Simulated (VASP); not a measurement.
Runs of VASP 6.6.1 on LiF. The structure is that of space group Pm-3m (No. 221), or close to it. The cells are those of the table. 

```tsv
task	level	potentials or basis	cell	k mesh	cutoff (eV)	smearing	grid for exact exchange (PRECFOCK)	share of exact exchange	screening parameter	gap on the mesh (eV)	pressure (GPa)	relaxed volume (Å³/atom)
dielectric tensor	PBE	VASP PAW PBE potentials, release 64 (Li_sv, F)	a = 2.516 Å, 2 atoms	8 × 8 × 8	520	gaussian 0.01 eV	-	-	-	7.95	-	-
relaxation of cell and atoms	HSE06	VASP PAW PBE potentials, release 64 (Li_sv, F)	relaxed from a = 2.516 Å, 2 atoms	6 × 6 × 6	600	fermi-dirac 0.02 eV	Normal	0.25	0.2079 1/Å	10.16	0.0	(a)
dielectric tensor	r2SCAN	VASP PAW PBE potentials, release 64 (Li_sv, F)	a = 2.516 Å, 2 atoms	8 × 8 × 8	520	gaussian 0.01 eV	-	-	-	(b)	-	-
relaxation of cell and atoms	r2SCAN	VASP PAW PBE potentials, release 64 (Li_sv, F)	relaxed from a = 2.560 Å, 2 atoms	10 × 10 × 10	600	fermi-dirac 0.02 eV	-	-	-	9.29	0.1	7.83
relaxation of cell and atoms	LDA	VASP PAW LDA potentials, release 64 (Li_sv, F)	relaxed from a = 2.560 Å, 2 atoms	10 × 10 × 10	600	fermi-dirac 0.02 eV	-	-	-	8.38	0.0	(c)
single point	HSE06	VASP PAW PBE potentials, release 64 (Li_sv, F)	a = 2.525 Å, 2 atoms	6 × 6 × 6	520	fermi-dirac 0.02 eV	Normal	0.25	0.2079 1/Å	10.07	-	-
```

Alike in all rows: no spin polarisation.

**Question.** Estimate the missing entries.

**Answer.** (a) 7.97; (b) 9.12; (c) 7.42.

Caveats: the cutoff is under 1.25 times the usual one of these potentials, so pressure, stress and relaxed cells hold a basis-set (Pulay) error; the structure was generated, so it needn't be the stable form of LiF; the PAW data sets were made with another functional, which shifts forces and pressure a little (at least some runs).

A k mesh can miss the band edges.
